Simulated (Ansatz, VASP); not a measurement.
Two plane-wave programs on CuSn2O2

INCAR

```
SYSTEM = CuSn2O2
PREC = Accurate
ENCUT = 520
EDIFF = 1E-7
ISMEAR = 0
SIGMA = 0.05
LREAL = .False.
LASPH = .True.
NELM = 150
ALGO = Normal
ISIF = 2
LWAVE = .False.
LCHARG = .False.
ISPIN = 2
MAGMOM = 0 0 0 0 1
LORBIT = 11
LMAXMIX = 4
LDIPOL = .True.
IDIPOL = 3
DIPOL = 0.5 0.5 0.303
GGA = PE
IVDW = 12
NBANDS = 38
```

KPOINTS

```
regular mesh
0
Gamma
  7 7 1
  0 0 0
```

The input POSCAR:

```
CuSn2O2
1.0
    3.8201708766      0.0000000000      0.0000000000
    0.0000000000      3.8201708766      0.0000000000
    0.0000000000      0.0000000000     19.3630360333
Sn O Cu
2 2 1
Direct
    0.5000000000      0.0000000000      0.2065791745
    0.0000000000      0.5000000000      0.3286176828
    0.0000000000      0.0000000000      0.2675984287
    0.5000000000      0.5000000000      0.2675984287
    0.1250000000      0.8750000000      0.4422362288
```

Input for Ansatz:

```yaml
crystal:
  lattice:
    - [3.8201708766, 0.0, 0.0]
    - [0.0, 3.8201708766, 0.0]
    - [0.0, 0.0, 19.3630360333]
  atoms:
    - { symbol: Sn, position: [0.5, 0.0, 0.2065791745] }
    - { symbol: O, position: [0.0, 0.0, 0.2675984287] }
    - { symbol: O, position: [0.5, 0.5, 0.2675984287] }
    - { symbol: Sn, position: [0.0, 0.5, 0.3286176828] }
    - { symbol: Cu, position: [0.125, 0.875, 0.4422362288], spin: 1.0 }
basis:
  ecutwfc: 420
kpoints:
  mp_grid: { grid: [7, 7, 1] }
hamiltonian:
  xc: pbe
  pseudopotentials: { kind: paw, azcp: { folder: soft_1 } }
  dispersion: d3bj
scf:
  occupations: { method: gaussian, width: 0.05 }
output:
  forces: true
  eigenvalues: true
  populations: true
magnetization:
  spin_polarized: true
efield:
  axis: 3
  dipole_correction: true
  ramp_width: 0.04
```

Alike in both runs: task single point; functional PBE; dispersion D3(BJ); k mesh 7 × 7 × 1; occupations gaussian, width 0.05 eV; collinear spin.

|  | VASP | Ansatz |
| --- | --- | --- |
| version | VASP 6.6.1 | Ansatz 0.2.0 |
| potentials or method | VASP PAW PBE potentials, release 64 (Sn_d, O, Cu), cutoff 520 eV | scalar-relativistic, plane waves, PAW |
| valence electrons in the cell | 51 | 59 |

```tsv
	VASP	Ansatz	Ansatz less VASP
gap on the k mesh at the Fermi level (eV)	none	none	-
rms of the force components (eV/Å)	0.182	0.177	-0.0046
net moment per atom (μB)	0.00	0.00	0.000
```

A gap of «none» marks a metal or a gap that the smearing closes. VASP's potentials hold 51 valence electrons a cell and Ansatz's 59, so a difference there can come from the potentials and not from the codes. Ansatz's warnings: seeded moment not kept.
